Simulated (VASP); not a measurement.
Input of a VASP 6.6.1 run:

INCAR

```
PREC     = Accurate       # precision mode
ENCUT    = 520            # plane-wave cutoff, eV
EDIFF    = 1E-7           # SCF threshold, eV
ISMEAR   = 0              # smearing method
SIGMA    = 0.05           # smearing width, eV
LREAL    = F              # projectors in reciprocal space
LASPH    = T              # aspherical terms in the spheres
NELM     = 60             # most SCF steps
ALGO     = Normal         # electronic algorithm
ISIF     = 2              # what is computed and relaxed
LWAVE    = F              # write WAVECAR
LCHARG   = F              # write CHGCAR
GGA      = PS             # functional
NBANDS   = 15             # bands
```

Contents of KPOINTS:

```
Automatic mesh
0
Gamma
  6 6 6
```

The input POSCAR:

```
KI
1.0
    0.0000000000      3.3835680000      3.6655320000
    3.3835680000      0.0000000000      3.6655320000
    3.3835680000      3.3835680000      0.0000000000
K I
1 1
Direct
    0.0000000000      0.0000000000      0.0000000000
    0.5000000000      0.5000000000      0.5000000000
```

Potentials or basis: VASP PAW PBE potentials, release 64 (K_sv, I).

Command:

```bash
$ cat potpaw_PBE.64/K_sv/POTCAR potpaw_PBE.64/I/POTCAR > POTCAR
$ mpirun -np 1 vasp_std > vasp.out
```

What does it give for the pressure?

0.6 GPa.

Estimate the band gap on the k mesh.

3.89 eV.

Stress tensor (GPa, compression positive):
```
 1.33  0.00  0.00
 0.00  1.33  0.00
 0.00  0.00 -0.79
```

Caveat: the cell differs from its parent crystal (strain -0.040 along x and y, +0.040 along z); the PAW data sets were made with another functional, which shifts forces and pressure a little; spin-orbit coupling is left out, which moves the levels of the heavy elements.
